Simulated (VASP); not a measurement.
# Sc (P6_3/mmc) in VASP: further runs

Runs on Sc. Level: PBE. Tasks: single point, relaxation of shape and atoms at fixed volume.

Program: VASP 6.6.1. These are calculated values, not measurements. Logs are shortened: lines on timing, memory, paths and dates and some standing lists are left out, and cuts for length are marked.

**1. The cell of the first run**

The structure is hexagonal, space group P6_3/mmc (No. 194). Conventional cell: a = 3.309 Å, b = 3.309 Å, c = 5.273 Å, α = 90.00°, β = 90.00°, γ = 120.00°. Sc (site symmetry -6m2) has 12 Sc at 3.26 to 3.31 Å within 4.3 Å.

**2. Single point, PBE**

INCAR reads:

```
SYSTEM = Sc
PREC     = Accurate       ! precision mode
ENCUT    = 520            ! plane-wave cutoff, eV
EDIFF    = 1E-7           ! SCF threshold, eV
ISMEAR   = 0              ! smearing method
SIGMA    = 0.1            ! smearing width, eV
LREAL    = .FALSE.        ! projectors in reciprocal space
LASPH    = .TRUE.         ! aspherical terms in the spheres
NELM     = 100            ! most SCF steps
ALGO     = Fast           ! electronic algorithm
ISIF     = 2              ! what is computed and relaxed
LWAVE    = .FALSE.        ! write WAVECAR
LCHARG   = .FALSE.        ! write CHGCAR
GGA      = PE             ! functional
NBANDS   = 18             ! bands
```

KPOINTS reads:

```
Automatic mesh
0
G
  6 6 4
  0 0 0
```

POSCAR reads:

```
Sc
1.0
    3.3090000000      0.0000000000      0.0000000000
   -1.6545000000      2.8656780611      0.0000000000
    0.0000000000      0.0000000000      5.2733000000
Sc
2
Direct
    0.3333333333      0.6666666667      0.2500000000
    0.6666666667      0.3333333333      0.7500000000
```

Potentials or basis: VASP PAW PBE potentials, release 64 (Sc_sv).

Command:

```sh
$ cat potpaw_PBE.64/Sc_sv/POTCAR > POTCAR
$ mpirun -np 1 vasp_std > vasp.out
```

OUTCAR:

```text
SYSTEM = Sc
   PREC = Accurate
   ENCUT = 520
   EDIFF = 1E-7
   ISMEAR = 0
   LREAL = .FALSE.
   LASPH = .TRUE.
   NELM = 100
   ISIF = 2
   GGA = PE

 ion  position               nearest neighbor table
   1  0.333  0.667  0.250-   2 3.26   2 3.26   2 3.26   2 3.26   2 3.26   2 3.26
   2  0.667  0.333  0.750-   1 3.26   1 3.26   1 3.26   1 3.26   1 3.26   1 3.26

  LATTYP: Found a hexagonal cell.
 ALAT       =     3.3090000000
 C/A-ratio  =     1.5936234512

  Lattice vectors:

 A1 = (   3.3090000000,   0.0000000000,   0.0000000000)
 A2 = (  -1.6545000000,   2.8656780611,   0.0000000000)
 A3 = (   0.0000000000,   0.0000000000,   5.2733000000)

Analysis of symmetry for initial positions (statically):
=====================================================================
 Subroutine PRICEL returns:
 Original cell was already a primitive cell.

 Routine SETGRP: Setting up the symmetry group for a
 hexagonal supercell.

 Subroutine GETGRP returns: Found 24 space group operations
 (whereof 12 operations were pure point group operations)
 out of a pool of 24 trial point group operations.

The static configuration has the point symmetry D_3d.
 The point group associated with its full space group is D_6h.

Analysis of symmetry for dynamics (positions and initial velocities):
=====================================================================
 Subroutine PRICEL returns:
 Original cell was already a primitive cell.

 Routine SETGRP: Setting up the symmetry group for a
 hexagonal supercell.

 Subroutine GETGRP returns: Found 24 space group operations
 (whereof 12 operations were pure point group operations)
 out of a pool of 24 trial point group operations.

The dynamic configuration has the point symmetry D_3d.
 The point group associated with its full space group is D_6h.

 Subroutine INISYM returns: Found 24 space group operations
 (whereof 12 operations are pure point group operations),
 and found     1 'primitive' translations

----------------------------------------------------------------------------------------

                                     Primitive cell

  volume of cell :      50.0042

  direct lattice vectors                    reciprocal lattice vectors
     3.309000000  0.000000000  0.000000000     0.302206105  0.174478776  0.000000000
    -1.654500000  2.865678061  0.000000000     0.000000000  0.348957552  0.000000000
     0.000000000  0.000000000  5.273300000     0.000000000  0.000000000  0.189634574

  length of vectors
     3.309000000  3.309000000  5.273300000     0.348957552  0.348957552  0.189634574

[... 77 lines left out ...]
   LREAL  =      F    real-space projection
   EDIFFG = 0.1E-05   stopping-criterion for IOM
   NSW    =      0    number of steps for IOM
   IBRION =     -1    ionic relax: 0-MD 1-quasi-New 2-CG
   NFREE  =      0    steps in history (QN), initial steepest desc. (CG)
   ISIF   =      2    stress and relaxation
   ISYM   =      2    0-nonsym 1-usesym 2-fastsym
   POTIM  = 0.5000    time-step for ionic-motion
   TEBEG  =    0.0;   TEEND  =   0.0 temperature during run
   PSTRESS=    0.0 pullay stress
   NELECT =      22.0000    total number of electrons
   NUPDOWN=      -1.0000    fix difference up-down
   EMIN   =  10.00;   EMAX   =-10.00  energy-range for DOS
   EFERMI =   0.00;   METHOD = LEGACY
   ISMEAR =     0;   SIGMA  =   0.10  broadening in eV -4-tet -1-fermi 0-gaus
   EFERMI_NEDOS =   21; number of points for ismear=-14 and -15
   IALGO  =     68    algorithm
   IMIX   =      4    mixing-type and parameters
     AMIX     =   0.40;   BMIX     =  1.00
     AMIX_MAG =   1.60;   BMIX_MAG =  1.00
  volume/ion in A,a.u.               =      25.00       168.72
  Fermi-wavevector in a.u.,A,eV,Ry     =   1.245127  2.352948 21.093660  1.550340
  Thomas-Fermi vector in A             =   2.379363
   LORBIT       =      0    0 simple, 1 ext, 2 COOP (PROOUT), +10 PAW based schemes
   GGA     = PE    functional components
   LHFCALC =     F    Hartree Fock is set to
   AEXX    =    0.0000 exact exchange contribution
   IVDW    =     0    specifies the selected vdW correction
   LEPSILON=     F    determine dielectric tensor
   LRPA    =     F    only Hartree local field effects (RPA)
 non-spin polarized calculation
 RMM-DIIS sequential band-by-band and
 Gauss-broadening in eV      SIGMA  =   0.10
  energy-cutoff  :      520.00
  volume of cell :       50.00
 maximum number of plane-waves:      1387
 NGX is ok and might be reduce to    28
   NGX = 13   NGY = 13   NGZ = 19

 number of electron      22.0000000 magnetization

 Free energy of the ion-electron system (eV)
  ---------------------------------------------------
  ext. energy  EPLUGINS =         0.00000000
  ---------------------------------------------------
  free energy    TOTEN  =       -12.51321613 eV

  energy without entropy =      -12.49743300  energy(sigma->0) =      -12.50532456

 E-fermi :   3.6132     XC(G=0):  -9.8204

 val. band max:        3.5442191102   @ k =   0.3333   0.1667   0.2500
 cond. band min:       3.6404472702   @ k =   0.1667   0.0000   0.0000
 fundamental gap:      0.0962281600
 Fermi energy:         3.6132399432

 k-point     1 :       0.0000    0.0000    0.0000
  band No.  band energies     occupation
      1     -45.8550      2.00000
      2     -45.7939      2.00000
      3     -24.6521      2.00000
      4     -24.3425      2.00000
      5     -24.3425      2.00000
      6     -24.2862      2.00000
[... 418 lines left out ...]
      5     -24.4964      2.00000
      6     -24.4964      2.00000
[... 10 lines left out ...]
     17       7.1851      0.00000
     18       7.1852      0.00000

------------------------ aborting loop because EDIFF is reached ----------------------------------------

  FORCE on cell =-STRESS in cart. coord.  units (eV):
  Direction    XX          YY          ZZ          XY          YZ          ZX
  --------------------------------------------------------------------------------------
  -------------------------------------------------------------------------------------
  Total       -0.0063857     -0.0063857     -0.7375998      0.0000000     -0.0000000      0.0000000
  in kB       -0.2046020     -0.2046020    -23.6333185      0.0000000     -0.0000000      0.0000000
  external PRESSURE =      -8.0141741 kB  Pullay stress =       0.0000000 kB

 VOLUME and BASIS-vectors are now :
 -----------------------------------------------------------------------------
  energy-cutoff  :      520.00
  volume of cell :       50.00
      direct lattice vectors                 reciprocal lattice vectors
     3.309000000  0.000000000  0.000000000     0.302206105  0.174478776  0.000000000
    -1.654500000  2.865678061  0.000000000     0.000000000  0.348957552  0.000000000
     0.000000000  0.000000000  5.273300000     0.000000000  0.000000000  0.189634574

 POSITION                                       TOTAL-FORCE (eV/Angst)
 -----------------------------------------------------------------------------------
     -0.00000      1.91045      1.31832        -0.000000      0.000000      0.000000
      1.65450      0.95523      3.95498         0.000000      0.000000      0.000000
 -----------------------------------------------------------------------------------
    total drift:                               -0.000000      0.000000     -0.000000

  FREE ENERGIE OF THE ION-ELECTRON SYSTEM (eV)
  ---------------------------------------------------
  free  energy   TOTEN  =       -12.5132161286 eV

  energy  without entropy=      -12.4974329974  energy(sigma->0) =      -12.50532456
```

OSZICAR:

```text
N       E                     dE             d eps       ncg     rms          rms(c)
DAV:   1     0.358358899598E+03    0.35836E+03   -0.10779E+04   764   0.129E+03
DAV:   2     0.620245641368E+01   -0.35216E+03   -0.34591E+03   884   0.535E+02
DAV:   3    -0.135536279679E+02   -0.19756E+02   -0.18817E+02  1244   0.157E+02
DAV:   4    -0.139209469110E+02   -0.36732E+00   -0.36137E+00  1132   0.185E+01
[... 11 lines left out ...]
RMM:  16    -0.125132159142E+02    0.44136E-06   -0.99126E-06  1077   0.179E-02    0.681E-04
RMM:  17    -0.125132161006E+02   -0.18641E-06   -0.21539E-06   899   0.921E-03    0.710E-04
RMM:  18    -0.125132163233E+02   -0.22266E-06   -0.70493E-07   831   0.610E-03    0.180E-04
RMM:  19    -0.125132161076E+02    0.21572E-06   -0.18920E-07   773   0.388E-03    0.286E-04
RMM:  20    -0.125132161286E+02   -0.21051E-07   -0.73291E-08   738   0.310E-03
   1 F= -.12513216E+02 E0= -.12505325E+02  d E =-.157831E-01
```

stdout:

```text
POSCAR found type information on POSCAR Sc
 POSCAR found :  1 types and       2 ions
 scaLAPACK will be used
 LDA part: xc-table for (Slater+PW92), standard interpolation
 POSCAR, INCAR and KPOINTS ok, starting setup
 FFT: planning ... GRIDC
 FFT: planning ... GRID_SOFT
 FFT: planning ... GRID
 WAVECAR not read
 entering main loop
```

It used 44 s of CPU time on 1 thread of AMD EPYC 7R13 Processor (Zen 3) (shared host).

What came out:

| Item | Value |
| --- | --- |
| Free energy | -12.5132 eV |
| Pressure | -0.8 GPa |
| Band gap on the k mesh | zero (band 11 reaches 4.49 eV, above the bottom of band 12 at 3.16 eV) |

Stress tensor (GPa, compression positive):
```
-0.02  0.00  0.00
 0.00 -0.02  0.00
 0.00  0.00 -2.36
```

Levels at points of the mesh, in eV from the Fermi level:
```tsv
k point	band 8	band 9	band 10	band 11	band 12	band 13	band 14	band 15
(0.00, 0.00, 0.00)	-27.87	-5.12	-1.67	0.41	1.58	1.58	1.70	1.98
(0.50, 0.00, 0.00)	-27.94	-1.60	-1.05	-0.69	-0.30	1.20	1.40	1.74
(0.00, 0.00, 0.50)	-27.93	-3.64	-3.64	0.88	0.88	1.52	1.52	1.52
(0.50, 0.00, 0.50)	-27.97	-1.47	-1.47	0.03	0.03	1.23	1.23	2.37
```

Caveat: the k points lie up to 0.37 Å⁻¹ apart.

**3. Relaxation of shape and atoms at fixed volume, PBE (volume scaled by 0.88)**

INCAR reads:

```
ALGO     = Normal         # electronic algorithm
EDIFF    = 1E-6           # SCF threshold, eV
EDIFFG   = -0.01          # ionic threshold
ENCUT    = 600            # plane-wave cutoff, eV
GGA      = PE             # functional
IBRION   = 2              # ionic algorithm
ISIF     = 4              # what is computed and relaxed
ISMEAR   = 0              # smearing method
LASPH    = T              # aspherical terms in the spheres
LCHARG   = F              # write CHGCAR
LREAL    = F              # projectors in reciprocal space
LWAVE    = F              # write WAVECAR
NELM     = 100            # most SCF steps
NSW      = 50             # ionic steps
PREC     = Accurate       # precision mode
SIGMA    = 0.1            # smearing width, eV
```

KPOINTS reads:

```
k-points
0
Gamma
  15 15 8
```

POSCAR reads:

```
Sc
1.0
    3.1835701569      0.0000000000      0.0000000000
   -1.5917850785      2.7570526306      0.0000000000
    0.0000000000      0.0000000000      4.9393007814
Sc
2
Direct
    0.3333333333      0.6666666667      0.2500000000
    0.6666666667      0.3333333333      0.7500000000
```

Potentials or basis: VASP PAW PBE potentials, release 64 (Sc_sv).

Command:

```sh
$ cat potpaw_PBE.64/Sc_sv/POTCAR > POTCAR
$ mpirun -np 1 vasp_std > vasp.out
```

OUTCAR:

```text
EDIFF = 1E-6
   EDIFFG = -0.01
   ENCUT = 600
   GGA = PE
   IBRION = 2
   ISIF = 4
   ISMEAR = 0
   LASPH = T
   LREAL = F
   NELM = 100
   NSW = 50
   PREC = Accurate

 ion  position               nearest neighbor table
   1  0.333  0.667  0.250-   2 3.08   2 3.08   2 3.08   2 3.08   2 3.08   2 3.08
   2  0.667  0.333  0.750-   1 3.08   1 3.08   1 3.08   1 3.08   1 3.08   1 3.08

  LATTYP: Found a hexagonal cell.
 ALAT       =     3.1835701569
 C/A-ratio  =     1.5514973875

  Lattice vectors:

 A1 = (   3.1835701569,   0.0000000000,   0.0000000000)
 A2 = (  -1.5917850785,   2.7570526306,   0.0000000000)
[... 670 lines left out ...]
  Direction    XX          YY          ZZ          XY          YZ          ZX
  --------------------------------------------------------------------------------------
  -------------------------------------------------------------------------------------
  Total        2.3571569      2.3571569      2.3283907     -0.0000000      0.0000000      0.0000000
  in kB       87.1112235     87.1112235     86.0481379     -0.0000000      0.0000000      0.0000000
  external PRESSURE =      86.7568617 kB  Pullay stress =       0.0000000 kB

 VOLUME and BASIS-vectors are now :
 -----------------------------------------------------------------------------
  energy-cutoff  :      600.00
  volume of cell :       43.35
      direct lattice vectors                 reciprocal lattice vectors
     3.185539636 -0.000000000  0.000000000     0.313918555  0.181240962  0.000000000
    -1.592769818  2.758758249 -0.000000000     0.000000000  0.362481925 -0.000000000
    -0.000000000  0.000000000  4.933195165    -0.000000000 -0.000000000  0.202708380

 POSITION                                       TOTAL-FORCE (eV/Angst)
 -----------------------------------------------------------------------------------
     -0.00000      1.83917      1.23330         0.000000     -0.000000      0.000000
      1.59277      0.91959      3.69990        -0.000000      0.000000      0.000000
 -----------------------------------------------------------------------------------
    total drift:                               -0.000000      0.000000     -0.000000

  FREE ENERGIE OF THE ION-ELECTRON SYSTEM (eV)
  ---------------------------------------------------
  free  energy   TOTEN  =       -12.3605149073 eV

  energy  without entropy=      -12.3442377379  energy(sigma->0) =      -12.35237632

 reached required accuracy - stopping structural energy minimisation
```

OSZICAR:

```text
N       E                     dE             d eps       ncg     rms          rms(c)
DAV:   1     0.399739930184E+03    0.39974E+03   -0.12019E+04  4050   0.179E+03
DAV:   2     0.115734679320E+02   -0.38817E+03   -0.38287E+03  5481   0.667E+02
[... 11 lines left out ...]
   1 F= -.12360451E+02 E0= -.12352285E+02  d E =-.123605E+02
       N       E                     dE             d eps       ncg     rms          rms(c)
DAV:   1    -0.123606313656E+02   -0.17972E-03   -0.23921E-02  4386   0.334E+00    0.997E-02
DAV:   2    -0.123606060963E+02    0.25269E-04   -0.17276E-03  6460   0.698E-01    0.646E-02
DAV:   3    -0.123605168523E+02    0.89244E-04   -0.30881E-04  7413   0.261E-01    0.929E-03
DAV:   4    -0.123605145626E+02    0.22897E-05   -0.14730E-05  5791   0.665E-02    0.446E-03
DAV:   5    -0.123605149073E+02   -0.34466E-06   -0.38184E-07  2410   0.146E-02
   2 F= -.12360515E+02 E0= -.12352376E+02  d E =-.635601E-04
```

CONTCAR:

```text
Sc
   1.00000000000000
     3.1855396356825141   -0.0000000000033024    0.0000000000000000
    -1.5927698178941481    2.7587582492589005   -0.0000000000000000
    -0.0000000000000000    0.0000000000000000    4.9331951653663317
  Sc
     2
Direct
     0.3333333332999970    0.6666666667000030    0.2500000000000000
     0.6666666667000030    0.3333333332999970    0.7500000000000000

  0.00000000E+00  0.00000000E+00  0.00000000E+00
  0.00000000E+00  0.00000000E+00  0.00000000E+00
```

Run time: 3.7 min. Hardware: 1 thread of Oxide Virtual Turin-like, shared host; peak memory 0.21 GiB.

What came out:

```
Free energy               : -12.3605 eV
Energy gained by relaxing : 0.0 meV/atom
Ionic steps               : 2
Pressure after relaxing   : 8.7 GPa
Band gap on the k mesh    : zero (band 11 reaches 5.55 eV, above the bottom of band 12 at 3.81 eV)
```

Final structure:
```
Sc
1.0
     3.18554    0.00000    0.00000
    -1.59277    2.75876    0.00000
     0.00000    0.00000    4.93320
Sc
2
Direct
  0.33333 0.66667 0.25000
  0.66667 0.33333 0.75000
```

Levels at points of the mesh, in eV from the Fermi level:
| k point | band 8 | band 9 | band 10 | band 11 | band 12 | band 13 | band 14 | band 15 |
| --- | --- | --- | --- | --- | --- | --- | --- | --- |
| (0.00, 0.00, 0.00) | -27.38 | -5.34 | -1.81 | 1.00 | 1.74 | 1.74 | 2.09 | 2.29 |
| (0.00, 0.00, 0.50) | -27.47 | -3.63 | -3.63 | 1.09 | 1.09 | 1.63 | 1.63 | 1.63 |

**4. Relaxation of shape and atoms at fixed volume, PBE (volume scaled by 0.91)**

INCAR reads:

```
SYSTEM = Sc
ALGO = Fast
EDIFF = 1E-7
EDIFFG = -0.01
ENCUT = 600
GGA = PE
IBRION = 2
ISIF = 4
ISMEAR = 0
LASPH = .TRUE.
LCHARG = .FALSE.
LREAL = .FALSE.
LWAVE = .FALSE.
NELM = 60
NSW = 50
PREC = Accurate
SIGMA = 0.1
```

KPOINTS reads:

```
k-points
0
G
  15 15 8
  0 0 0
```

POSCAR reads:

```
Sc
1.0
    3.2193436023      0.0000000000      0.0000000000
   -1.6096718012      2.7880333431      0.0000000000
    0.0000000000      0.0000000000      4.9948031885
Sc
2
Direct
    0.3333333333      0.6666666667      0.2500000000
    0.6666666667      0.3333333333      0.7500000000
```

Command:

```sh
$ cat potpaw_PBE.64/Sc_sv/POTCAR > POTCAR
$ mpirun -np 1 vasp_std > vasp.out
```

Wall time 5.9 min (1 thread of Oxide Virtual Turin-like, shared host); peak memory 0.22 GiB.

The run converged. Its results:

* Free energy: -12.4284 eV
* Energy gained by relaxing: 0.0 meV/atom
* Ionic steps: 2
* Pressure after relaxing: 6.1 GPa
* Band gap on the k mesh: zero (band 11 reaches 5.31 eV, above the bottom of band 12 at 3.61 eV)

Final structure:
```
CELL_PARAMETERS angstrom
3.22025 0.00000 0.00000
-1.61012 2.78881 0.00000
0.00000 0.00000 4.99201
ATOMIC_POSITIONS crystal
Sc 0.33333 0.66667 0.25000
Sc 0.66667 0.33333 0.75000
```

Levels at points of the mesh, in eV from the Fermi level:
```csv
k point,band 7,band 8,band 9,band 10,band 11,band 12,band 13,band 14,band 15
"(0.00, 0.00, 0.00)",-27.53,-27.50,-5.29,-1.76,0.89,1.70,1.70,2.03,2.22
"(0.00, 0.00, 0.50)",-27.58,-27.58,-3.62,-3.62,1.06,1.06,1.60,1.60,1.60
```

**5. Overview**

| task | cell | k mesh | cutoff (eV) | gap on the mesh (eV) | pressure (GPa) |
| --- | --- | --- | --- | --- | --- |
| single point | a = 3.309, b = 3.309, c = 5.273 Å, angles 90.0, 90.0, 120.0°, 2 atoms | 6 × 6 × 4 | 520 | none | -0.8 |
| relaxation of shape and atoms at fixed volume | relaxed from a = 3.184, b = 3.184, c = 4.939 Å, angles 90.0, 90.0, 120.0°, 2 atoms | 15 × 15 × 8 | 600 | none | 8.7 |
| relaxation of shape and atoms at fixed volume | relaxed from a = 3.219, b = 3.219, c = 4.995 Å, angles 90.0, 90.0, 120.0°, 2 atoms | 15 × 15 × 8 | 600 | none | 6.1 |

Alike in all rows: level PBE; potentials or basis VASP PAW PBE potentials, release 64 (Sc_sv); no spin polarisation; smearing gaussian 0.1 eV.

Caveats: some runs use coarse meshes.

Absolute energies hang on the potentials; compare differences alone.
